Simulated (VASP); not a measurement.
# Cr in VASP: further runs, part 2 of 3

VASP 6.6.1.

### 3 Electric field gradients, PBE, collinear spin, ferromagnetic start (12.23 Å³/atom)

This run uses another cell than the first one, of 12.23 Å³/atom.

Contents of INCAR:

```
PREC = Accurate
ENCUT = 520
EDIFF = 1E-8
ISMEAR = -1
SIGMA = 0.08
LREAL = F
LASPH = T
NELM = 150
ALGO = Normal
ISIF = 2
LWAVE = F
LCHARG = F
ISPIN = 2
MAGMOM = 3
LORBIT = 11
LMAXMIX = 4
GGA = PE
LEFG = T
NBANDS = 16
```

Contents of KPOINTS:

```
regular mesh
0
Gamma
  18 18 18
```

Contents of POSCAR:

```
Cr
1.0
   -1.4514996160      1.4514996160      1.4514996160
    1.4514996160     -1.4514996160      1.4514996160
    1.4514996160      1.4514996160     -1.4514996160
Cr
1
Direct
    0.0000000000      0.0000000000      0.0000000000
```

Potentials or basis: VASP PAW PBE potentials, release 64 (Cr_pv).

Run with:

```
$ cat potpaw_PBE.64/Cr_pv/POTCAR > POTCAR
$ mpirun -np 1 vasp_std > vasp.out
```

OUTCAR:

```text
PREC = Accurate
   ENCUT = 520
   EDIFF = 1E-8
   ISMEAR = -1
   LREAL = F
   LASPH = T
   NELM = 150
   ISIF = 2
   ISPIN = 2
   LORBIT = 11
   GGA = PE

 ion  position               nearest neighbor table
   1  0.000  0.000  0.000-

  LATTYP: Found a body centered cubic cell.
 ALAT       =     2.9029992320

  Lattice vectors:

 A1 = (  -1.4514996160,   1.4514996160,   1.4514996160)
 A2 = (   1.4514996160,  -1.4514996160,   1.4514996160)
 A3 = (   1.4514996160,   1.4514996160,  -1.4514996160)

Analysis of symmetry for initial positions (statically):
=====================================================================
 Subroutine PRICEL returns:
 Original cell was already a primitive cell.

 Routine SETGRP: Setting up the symmetry group for a
 body centered cubic supercell.

 Subroutine GETGRP returns: Found 48 space group operations
 (whereof 48 operations were pure point group operations)
 out of a pool of 48 trial point group operations.

The static configuration has the point symmetry O_h .

Analysis of symmetry for dynamics (positions and initial velocities):
=====================================================================
 Subroutine PRICEL returns:
 Original cell was already a primitive cell.

 Routine SETGRP: Setting up the symmetry group for a
 body centered cubic supercell.

 Subroutine GETGRP returns: Found 48 space group operations
 (whereof 48 operations were pure point group operations)
 out of a pool of 48 trial point group operations.

The dynamic configuration has the point symmetry O_h .

Analysis of structural, dynamic, and magnetic symmetry:
=====================================================================
 Subroutine PRICEL returns:
 Original cell was already a primitive cell.

 Routine SETGRP: Setting up the symmetry group for a
 body centered cubic supercell.

 Subroutine GETGRP returns: Found 48 space group operations
 (whereof 48 operations were pure point group operations)
 out of a pool of 48 trial point group operations.

The overall configuration has the point symmetry O_h .

 Subroutine INISYM returns: Found 48 space group operations
 (whereof 48 operations are pure point group operations),
 and found     1 'primitive' translations

----------------------------------------------------------------------------------------

                                     Primitive cell

  volume of cell :      12.2324

  direct lattice vectors                    reciprocal lattice vectors
    -1.451499616  1.451499616  1.451499616     0.000000000  0.344471328  0.344471328
     1.451499616 -1.451499616  1.451499616     0.344471328  0.000000000  0.344471328
     1.451499616  1.451499616 -1.451499616     0.344471328  0.344471328  0.000000000

  length of vectors
     2.514071082  2.514071082  2.514071082     0.487156024  0.487156024  0.487156024

  position of ions in fractional coordinates (direct lattice)
     0.000000000  0.000000000  0.000000000

  ion indices of the primitive-cell ions
   primitive index   ion index
[... 94 lines left out ...]
  volume/ion in A,a.u.               =      12.23        82.55
  Fermi-wavevector in a.u.,A,eV,Ry     =   1.626666  3.073953 36.001580  2.646041
  Thomas-Fermi vector in A             =   2.719588
   LORBIT       =     11    0 simple, 1 ext, 2 COOP (PROOUT), +10 PAW based schemes
   GGA     = PE    functional components
   LHFCALC =     F    Hartree Fock is set to
   AEXX    =    0.0000 exact exchange contribution
   IVDW    =     0    specifies the selected vdW correction
   LEPSILON=     F    determine dielectric tensor
   LRPA    =     F    only Hartree local field effects (RPA)
 spin polarized calculation
  energy-cutoff  :      520.00
  volume of cell :       12.23
 maximum number of plane-waves:       370
   NGX =  9   NGY =  9   NGZ =  9

 number of electron      11.9999996 magnetization      -0.0000218

 number of electron      11.9999996 magnetization       0.0000005

 Free energy of the ion-electron system (eV)
  ---------------------------------------------------
  ext. energy  EPLUGINS =         0.00000000
  ---------------------------------------------------
  free energy    TOTEN  =        -9.49143494 eV

  energy without entropy =       -9.47376050  energy(sigma->0) =       -9.48259772

 E-fermi :  10.1757     XC(G=0): -13.3446

 val. band max:       10.1584349620   @ k =  -0.3333   0.3333   0.2778
 cond. band min:      10.1761936462   @ k =   0.3889   0.0556   0.0556
 fundamental gap:      0.0177586842
 Fermi energy:        10.1757078818

 spin component 1

 k-point     1 :       0.0000    0.0000    0.0000
  band No.  band energies     occupation
      1     -32.6282      1.00000
      2     -32.6282      1.00000
      3     -32.6282      1.00000
      4       2.5299      1.00000
      5       9.3308      0.99997
      6       9.3308      0.99997
[... 435 lines left out ...]
      5       7.9860      1.00000
      6       9.8209      0.98829
[... 8 lines left out ...]
     15      39.5269      0.00000
     16      40.3319      0.00000

 [... further k-points ...]

 spin component 2

 k-point     1 :       0.0000    0.0000    0.0000
  band No.  band energies     occupation
      1     -32.6282      1.00000
      2     -32.6282      1.00000
      3     -32.6282      1.00000
      4       2.5299      1.00000
      5       9.3308      0.99997
      6       9.3308      0.99997
[... 435 lines left out ...]
      5       7.9860      1.00000
      6       9.8209      0.98829
[... 8 lines left out ...]
     15      39.5269      0.00000
     16      40.3319      0.00000

 [... further k-points ...]

------------------------ aborting loop because EDIFF is reached ----------------------------------------

  FORCE on cell =-STRESS in cart. coord.  units (eV):
  Direction    XX          YY          ZZ          XY          YZ          ZX
  --------------------------------------------------------------------------------------
  -------------------------------------------------------------------------------------
  Total       -1.0203112     -1.0203112     -1.0203112      0.0000000      0.0000000      0.0000000
  in kB     -133.6387649   -133.6387649   -133.6387649      0.0000000      0.0000000      0.0000000
  external PRESSURE =    -133.6387649 kB  Pullay stress =       0.0000000 kB

 VOLUME and BASIS-vectors are now :
 -----------------------------------------------------------------------------
  energy-cutoff  :      520.00
  volume of cell :       12.23
      direct lattice vectors                 reciprocal lattice vectors
    -1.451499616  1.451499616  1.451499616     0.000000000  0.344471328  0.344471328
     1.451499616 -1.451499616  1.451499616     0.344471328  0.000000000  0.344471328
     1.451499616  1.451499616 -1.451499616     0.344471328  0.344471328  0.000000000

 POSITION                                       TOTAL-FORCE (eV/Angst)
 -----------------------------------------------------------------------------------
      0.00000      0.00000      0.00000        -0.000000      0.000000      0.000000
 -----------------------------------------------------------------------------------
    total drift:                               -0.000000     -0.000000      0.000000

  FREE ENERGIE OF THE ION-ELECTRON SYSTEM (eV)
  ---------------------------------------------------
  free  energy   TOTEN  =        -9.4914349401 eV

  energy  without entropy=       -9.4737605042  energy(sigma->0) =       -9.48259772

 Electric field gradients (V/A^2)
---------------------------------------------------------------------
 ion       V_xx      V_yy      V_zz      V_xy      V_xz      V_yz
---------------------------------------------------------------------
   1      -0.000    -0.000    -0.000    -0.002    -0.002    -0.002
---------------------------------------------------------------------

 Electric field gradients after diagonalization (V/A^2)
 (convention: |V_zz| > |V_xx| > |V_yy|)
----------------------------------------------------------------------
 ion       V_xx      V_yy      V_zz     asymmetry (V_yy - V_xx)/ V_zz
----------------------------------------------------------------------
   1       0.002     0.002    -0.004       0.000
----------------------------------------------------------------------

           NMR quadrupolar parameters

 Cq : quadrupolar parameter    Cq=e*Q*V_zz/h
 eta: asymmetry parameters     (V_yy - V_xx)/ V_zz
 Q  : nuclear electric quadrupole moment in mb (millibarn)
----------------------------------------------------------------------
 ion       Cq(MHz)       eta       Q (mb)
----------------------------------------------------------------------
   1      -0.000       0.000       1.000
----------------------------------------------------------------------

 total charge

# of ion       s       p       d       tot
------------------------------------------
    1        0.420   6.371   4.147  10.938

 magnetization (x)

# of ion       s       p       d       tot
------------------------------------------
    1        0.000  -0.000   0.000   0.000
```

OSZICAR:

```text
N       E                     dE             d eps       ncg     rms          rms(c)
DAV:   1     0.827165190187E+02    0.82717E+02   -0.62075E+03 12752   0.851E+02
DAV:   2    -0.826096914374E+01   -0.90977E+02   -0.86633E+02 13744   0.247E+02
DAV:   3    -0.977948763190E+01   -0.15185E+01   -0.15150E+01 14032   0.352E+01
DAV:   4    -0.978510411557E+01   -0.56165E-02   -0.56164E-02 14760   0.212E+00
DAV:   5    -0.978514879455E+01   -0.44679E-04   -0.44679E-04 13936   0.170E-01    0.176E+01
DAV:   6    -0.944151196382E+01    0.34364E+00   -0.22394E+00 12912   0.261E+01    0.381E+00
DAV:   7    -0.949168490325E+01   -0.50173E-01   -0.16601E-01 13072   0.314E+00    0.221E+00
DAV:   8    -0.949478827253E+01   -0.31034E-02   -0.50812E-03 14032   0.892E-01    0.962E-01
DAV:   9    -0.949110846009E+01    0.36798E-02   -0.16624E-03 13664   0.464E-01    0.269E-01
DAV:  10    -0.949142101895E+01   -0.31256E-03   -0.30523E-04 13600   0.183E-01    0.577E-02
DAV:  11    -0.949143939346E+01   -0.18375E-04   -0.12454E-05 14464   0.316E-02    0.223E-02
DAV:  12    -0.949143779684E+01    0.15966E-05   -0.14528E-06 13384   0.939E-03    0.920E-03
DAV:  13    -0.949143490343E+01    0.28934E-05   -0.63098E-07 13288   0.678E-03    0.352E-03
DAV:  14    -0.949143486546E+01    0.37972E-07   -0.18904E-07 13280   0.519E-03    0.450E-04
DAV:  15    -0.949143490754E+01   -0.42085E-07   -0.42534E-09  9936   0.682E-04    0.216E-04
DAV:  16    -0.949143493431E+01   -0.26762E-07   -0.72349E-10  6552   0.278E-04    0.819E-05
DAV:  17    -0.949143494009E+01   -0.57810E-08   -0.13357E-10  6408   0.122E-04
   1 F= -.94914349E+01 E0= -.94825977E+01  d E =-.176744E-01  mag=     0.0000
```

It took 78 s on 1 thread of AMD EPYC 7R13 (Zen 3), shared host; peak memory 0.15 GiB.

What came out:

```yaml
Free_energy: -9.4914 eV
Pressure: -13.4 GPa
Band_gap_on_the_k_mesh: zero (filled and empty bands overlap)
Net_moment: 0.00 μB per cell
Largest_electric_field_gradient_by_atom: zero within the noise of the run
Valence_electrons_inside_the_program's_atomic_spheres: Cr 10.94
```

Levels at points of the mesh, in eV from the Fermi level:
Spin up:
| k point | band 2 | band 3 | band 4 | band 5 | band 6 | band 7 | band 8 | band 9 | band 10 | band 11 |
| --- | --- | --- | --- | --- | --- | --- | --- | --- | --- | --- |
| (0.00, 0.00, 0.00) | -42.80 | -42.80 | -7.65 | -0.84 | -0.84 | -0.84 | 1.06 | 1.06 | 7.07 | 21.85 |
| (0.50, 0.00, 0.00) | -43.05 | -42.81 | -4.15 | -2.27 | 0.98 | 1.05 | 1.37 | 2.61 | 7.06 | 9.25 |
| (0.50, 0.50, 0.50) | -43.33 | -43.33 | -3.97 | -3.97 | 2.25 | 2.25 | 2.25 | 7.07 | 10.10 | 10.10 |
Spin down:
| k point | band 3 | band 4 | band 5 | band 6 | band 7 | band 8 | band 9 | band 10 |
| --- | --- | --- | --- | --- | --- | --- | --- | --- |
| (0.00, 0.00, 0.00) | -42.80 | -7.65 | -0.84 | -0.84 | -0.84 | 1.06 | 1.06 | 7.07 |
| (0.50, 0.00, 0.00) | -42.81 | -4.15 | -2.27 | 0.98 | 1.05 | 1.37 | 2.61 | 7.06 |
| (0.50, 0.50, 0.50) | -43.33 | -3.97 | -3.97 | 2.25 | 2.25 | 2.25 | 7.07 | 10.10 |

Caveat: the cell stands under tension.

### 4 Electric field gradients, PBE, collinear spin, ferromagnetic start (12.47 Å³/atom)

This run uses another cell than the first one, of 12.47 Å³/atom.

Contents of INCAR:

```
SYSTEM = Cr
PREC = Accurate
ENCUT = 520
EDIFF = 1E-8
ISMEAR = -1
SIGMA = 0.08
LREAL = .False.
LASPH = .True.
NELM = 150
ALGO = Normal
ISIF = 2
LWAVE = .False.
LCHARG = .False.
ISPIN = 2
MAGMOM = 3
LORBIT = 11
LMAXMIX = 4
GGA = PE
LEFG = .True.
NBANDS = 16
```

Contents of KPOINTS:

```
Automatic mesh
0
Gamma
  18 18 18
  0 0 0
```

Contents of POSCAR:

```
Cr
1.0
   -1.4609252023      1.4609252023      1.4609252023
    1.4609252023     -1.4609252023      1.4609252023
    1.4609252023      1.4609252023     -1.4609252023
Cr
1
Direct
    0.0000000000      0.0000000000      0.0000000000
```

Potentials or basis: VASP PAW PBE potentials, release 64 (Cr_pv).

Run with:

```
$ cat potpaw_PBE.64/Cr_pv/POTCAR > POTCAR
$ mpirun -np 1 vasp_std > vasp.out
```

OUTCAR:

```text
SYSTEM = Cr
   PREC = Accurate
   ENCUT = 520
   EDIFF = 1E-8
   ISMEAR = -1
   LREAL = .False.
   LASPH = .True.
   NELM = 150
   ISIF = 2
   ISPIN = 2
   LORBIT = 11
   GGA = PE

 ion  position               nearest neighbor table
   1  0.000  0.000  0.000-

  LATTYP: Found a body centered cubic cell.
 ALAT       =     2.9218504046

  Lattice vectors:

 A1 = (  -1.4609252023,   1.4609252023,   1.4609252023)
 A2 = (   1.4609252023,  -1.4609252023,   1.4609252023)
 A3 = (   1.4609252023,   1.4609252023,  -1.4609252023)

Analysis of symmetry for initial positions (statically):
=====================================================================
 Subroutine PRICEL returns:
 Original cell was already a primitive cell.

 Routine SETGRP: Setting up the symmetry group for a
 body centered cubic supercell.

 Subroutine GETGRP returns: Found 48 space group operations
 (whereof 48 operations were pure point group operations)
 out of a pool of 48 trial point group operations.

The static configuration has the point symmetry O_h .

Analysis of symmetry for dynamics (positions and initial velocities):
=====================================================================
 Subroutine PRICEL returns:
 Original cell was already a primitive cell.

 Routine SETGRP: Setting up the symmetry group for a
 body centered cubic supercell.

 Subroutine GETGRP returns: Found 48 space group operations
 (whereof 48 operations were pure point group operations)
 out of a pool of 48 trial point group operations.

The dynamic configuration has the point symmetry O_h .

[... 633 lines left out ...]
      4       2.3428      1.00000
      5       9.0914      0.99996
      6       9.0914      0.99996
[... 435 lines left out ...]
      5       7.7829      1.00000
      6       9.5540      0.98876
[... 8 lines left out ...]
     15      38.8888      0.00000
     16      39.7270      0.00000

 [... further k-points ...]

------------------------ aborting loop because EDIFF is reached ----------------------------------------

  FORCE on cell =-STRESS in cart. coord.  units (eV):
  Direction    XX          YY          ZZ          XY          YZ          ZX
  --------------------------------------------------------------------------------------
  -------------------------------------------------------------------------------------
  Total       -1.3271621     -1.3271621     -1.3271621     -0.0000000     -0.0000000      0.0000000
  in kB     -170.4867407   -170.4867407   -170.4867407     -0.0000000     -0.0000000      0.0000000
  external PRESSURE =    -170.4867407 kB  Pullay stress =       0.0000000 kB

 VOLUME and BASIS-vectors are now :
 -----------------------------------------------------------------------------
  energy-cutoff  :      520.00
  volume of cell :       12.47
      direct lattice vectors                 reciprocal lattice vectors
    -1.460925202  1.460925202  1.460925202     0.000000000  0.342248870  0.342248870
     1.460925202 -1.460925202  1.460925202     0.342248870  0.000000000  0.342248870
     1.460925202  1.460925202 -1.460925202     0.342248870  0.342248870  0.000000000

 POSITION                                       TOTAL-FORCE (eV/Angst)
 -----------------------------------------------------------------------------------
      0.00000      0.00000      0.00000         0.000000      0.000000     -0.000000
 -----------------------------------------------------------------------------------
    total drift:                                0.000000     -0.000000      0.000000

  FREE ENERGIE OF THE ION-ELECTRON SYSTEM (eV)
  ---------------------------------------------------
  free  energy   TOTEN  =        -9.4687275616 eV

  energy  without entropy=       -9.4507699862  energy(sigma->0) =       -9.45974877

 Electric field gradients (V/A^2)
---------------------------------------------------------------------
 ion       V_xx      V_yy      V_zz      V_xy      V_xz      V_yz
---------------------------------------------------------------------
   1       0.000     0.000    -0.000    -0.001    -0.001    -0.001
---------------------------------------------------------------------

 Electric field gradients after diagonalization (V/A^2)
 (convention: |V_zz| > |V_xx| > |V_yy|)
----------------------------------------------------------------------
 ion       V_xx      V_yy      V_zz     asymmetry (V_yy - V_xx)/ V_zz
----------------------------------------------------------------------
   1       0.001     0.001    -0.002       0.000
----------------------------------------------------------------------

           NMR quadrupolar parameters

 Cq : quadrupolar parameter    Cq=e*Q*V_zz/h
 eta: asymmetry parameters     (V_yy - V_xx)/ V_zz
 Q  : nuclear electric quadrupole moment in mb (millibarn)
----------------------------------------------------------------------
 ion       Cq(MHz)       eta       Q (mb)
----------------------------------------------------------------------
   1      -0.000       0.000       1.000
----------------------------------------------------------------------

 total charge

# of ion       s       p       d       tot
------------------------------------------
    1        0.413   6.359   4.128  10.900

 magnetization (x)

# of ion       s       p       d       tot
------------------------------------------
    1        0.000  -0.000   0.000   0.000
```

OSZICAR:

```text
N       E                     dE             d eps       ncg     rms          rms(c)
DAV:   1     0.828463847749E+02    0.82846E+02   -0.62650E+03 12736   0.850E+02
DAV:   2    -0.828088670360E+01   -0.91127E+02   -0.86780E+02 13544   0.247E+02
DAV:   3    -0.979800465563E+01   -0.15171E+01   -0.15140E+01 14160   0.351E+01
DAV:   4    -0.980383071459E+01   -0.58261E-02   -0.58260E-02 14520   0.216E+00
DAV:   5    -0.980387833704E+01   -0.47622E-04   -0.47621E-04 14264   0.175E-01    0.174E+01
DAV:   6    -0.941757721339E+01    0.38630E+00   -0.23183E+00 12816   0.264E+01    0.377E+00
DAV:   7    -0.946910249622E+01   -0.51525E-01   -0.17050E-01 13120   0.322E+00    0.218E+00
DAV:   8    -0.947193984053E+01   -0.28373E-02   -0.49138E-03 14064   0.900E-01    0.970E-01
DAV:   9    -0.946839971135E+01    0.35401E-02   -0.15611E-03 13888   0.470E-01    0.272E-01
DAV:  10    -0.946871055343E+01   -0.31084E-03   -0.29740E-04 13344   0.191E-01    0.611E-02
DAV:  11    -0.946873166553E+01   -0.21112E-04   -0.10976E-05 14456   0.353E-02    0.219E-02
DAV:  12    -0.946873067043E+01    0.99509E-06   -0.20565E-06 13384   0.116E-02    0.965E-03
DAV:  13    -0.946872758437E+01    0.30861E-05   -0.65927E-07 13232   0.736E-03    0.351E-03
DAV:  14    -0.946872748495E+01    0.99423E-07   -0.22124E-07 13184   0.542E-03    0.488E-04
DAV:  15    -0.946872752879E+01   -0.43848E-07   -0.45891E-09 10024   0.768E-04    0.225E-04
DAV:  16    -0.946872755397E+01   -0.25176E-07   -0.69279E-10  6488   0.282E-04    0.784E-05
DAV:  17    -0.946872756158E+01   -0.76100E-08   -0.14284E-10  6408   0.131E-04
   1 F= -.94687276E+01 E0= -.94597488E+01  d E =-.179576E-01  mag=     0.0000
```

It took 76 s on 1 thread of AMD EPYC 7R13 (Zen 3), shared host; peak memory 0.14 GiB.

What came out:

```
Free energy                                           : -9.4687 eV
Pressure                                              : -17.0 GPa
Band gap on the k mesh                                : zero (filled and empty bands overlap)
Net moment                                            : 0.00 μB per cell
Largest electric field gradient by atom               : zero within the noise of the run
Valence electrons inside the program's atomic spheres : Cr 10.90
```

Caveat: the cell stands under tension.

(Continued in part 3 of 3.)
